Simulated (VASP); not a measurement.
Runs of VASP 6.6.1 on TiO2. The structure is that of space group I4_1/amd (No. 141), or close to it. The cells are those of the table. 

| cell | gap on the mesh (eV) | pressure (GPa) | largest force (eV/Å) |
| --- | --- | --- | --- |
| a = 5.361 Å, angles 138.7, 138.7, 59.8°, 6 atoms | 2.65 | 9.4 | 0.71 |
| a = 5.574 Å, angles 141.6, 141.6, 55.4°, 6 atoms | (b) | (a) | 0.59 |
| a = 5.447 Å, angles 140.7, 140.7, 56.8°, 6 atoms | 2.79 | 17.3 | 0.09 |
| a = 5.525 Å, angles 138.8, 138.8, 59.7°, 6 atoms | 2.41 | -10.4 | 0.01 |
| a = 5.321 Å, angles 139.7, 139.7, 58.3°, 6 atoms | (d) | 26.8 | 0.63 |
| a = 5.511 Å, angles 141.2, 141.2, 56.1°, 6 atoms | 2.77 | (c) | 0.36 |
| a = 5.612 Å, angles 140.7, 140.7, 56.9°, 6 atoms | 2.53 | -5.1 | 0.44 |
| a = 5.401 Å, angles 137.8, 137.8, 61.3°, 6 atoms | 2.49 | -3.3 | 0.64 |

Alike in all rows: task single point; level r2SCAN; potentials or basis VASP PAW PBE potentials, release 64 (Ti_sv, O); no spin polarisation; k mesh 8 × 8 × 8; cutoff (eV) 520; smearing gaussian 0.05 eV.

**Question.** Estimate the missing entries.

**Answer.** (a) 9.8; (b) 2.75; (c) 13.4; (d) 2.83.

Caveats: the PAW data sets were made with another functional, which shifts forces and pressure a little; the cell stands under pressure (at least some runs); the cell stands under tension (at least some runs).

A k mesh can miss the band edges.
